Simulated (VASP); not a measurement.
A run of VASP 6.6.1 is set up as follows.

The input INCAR:

```
SYSTEM = Cd2SO
ALGO = Normal
EDIFF = 1E-7
ENCUT = 520
GGA = PE
ISIF = 2
ISMEAR = 0
LASPH = .TRUE.
LCHARG = .FALSE.
LREAL = .FALSE.
LWAVE = .FALSE.
NBANDS = 26
NELM = 100
PREC = Accurate
SIGMA = 0.1
```

The input KPOINTS:

```
k-points
0
G
  6 6 6
  0 0 0
```

The input POSCAR:

```
Cd2SO
1.0
   -2.2667149800      2.2667149800      3.8551951300
    2.2667149800     -2.2667149800      3.8551951300
    2.2667149800      2.2667149800     -3.8551951300
Cd S O
2 1 1
Direct
    0.7349694500      0.7349694500      0.0000000000
    0.2650305500      0.2650305500      0.0000000000
    0.5000000000      0.5000000000      0.0000000000
    0.0000000000      0.0000000000      0.0000000000
```

Potentials or basis: VASP PAW PBE potentials, release 64 (Cd, S, O).

The run is started by

```sh
$ cat potpaw_PBE.64/Cd/POTCAR potpaw_PBE.64/S/POTCAR potpaw_PBE.64/O/POTCAR > POTCAR
$ mpirun -np 1 vasp_std > vasp.out
```

(1) What does it give for the largest force?

(2) What does it give for the band gap on the k mesh?

(3) Predict the pressure.

Answers

(1) 19.076 eV/Å.

(2) zero (band 18 reaches 2.48 eV, above the bottom of band 19 at 1.58 eV).

(3) 47.1 GPa.

Caveat: forces of over 1 eV/Å act on the atoms, so gaps and moduli don't describe the material at rest.
